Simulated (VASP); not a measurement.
Runs of VASP 6.6.1 on Pb. The structure is that of space group P6_3/mmc (No. 194), or close to it. The cells are those of the table. This isn't the form of Pb at room conditions, which is fcc.

```csv
cell,gap on the mesh (eV),pressure (GPa)
"a = 3.489, b = 3.489, c = 11.309 Å, angles 90.0, 90.0, 120.0°, 4 atoms",none,2.1
"a = 3.389, b = 3.389, c = 10.986 Å, angles 90.0, 90.0, 120.0°, 4 atoms",none,7.8
"a = 3.537, b = 3.537, c = 11.464 Å, angles 90.0, 90.0, 120.0°, 4 atoms",none,0.0
"a = 3.440, b = 3.440, c = 11.150 Å, angles 90.0, 90.0, 120.0°, 4 atoms",none,(a)
```

Alike in all rows: task single point; level r2SCAN; potentials or basis VASP PAW PBE potentials, release 64 (Pb_d); no spin polarisation; k mesh 12 × 12 × 3; cutoff (eV) 520; smearing fermi-dirac 0.1 eV.

Fill in the values left out.

(a) 4.6.

Caveats: the PAW data sets were made with another functional, which shifts forces and pressure a little; spin-orbit coupling is left out, which moves the levels of the heavy elements; the cell stands under pressure (at least some runs).

A k mesh can miss the band edges, and the runs leave out spin-orbit coupling on Pb.

A gap of «none» marks levels without a gap at the run's occupations.
